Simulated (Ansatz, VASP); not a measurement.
**One calculation of LiF, two programs**

```
F Li
1.0
     0.00000    2.01400    2.01400
     2.01400    0.00000    2.01400
     2.01400    2.01400    0.00000
F Li
1 1
Direct
  0.50000 0.50000 0.50000
  0.00000 0.00000 0.00000
```

Alike in both runs: task single point; functional PBE; k mesh 11 × 11 × 11; occupations gaussian, width 0.05 eV; no spin polarisation.

|  | VASP | Ansatz |
| --- | --- | --- |
| version | VASP 6.6.1 | Ansatz 0.2.0 |
| potentials or method | VASP PAW PBE potentials, release 64 (F, Li_sv), cutoff 520 eV | all-electron LAPW, scalar-relativistic |

|  | VASP | Ansatz | Ansatz less VASP |
| --- | --- | --- | --- |
| gap on the k mesh at the Fermi level (eV) | 9.09 | 9.07 | -0.020 |
| least direct gap on the mesh (eV) | 9.09 | 9.07 | -0.020 |

Ansatz ran all-electron here, and VASP with PAW potentials.

Noted on VASP's run: the cutoff is short for stress, so the pressure is rough.
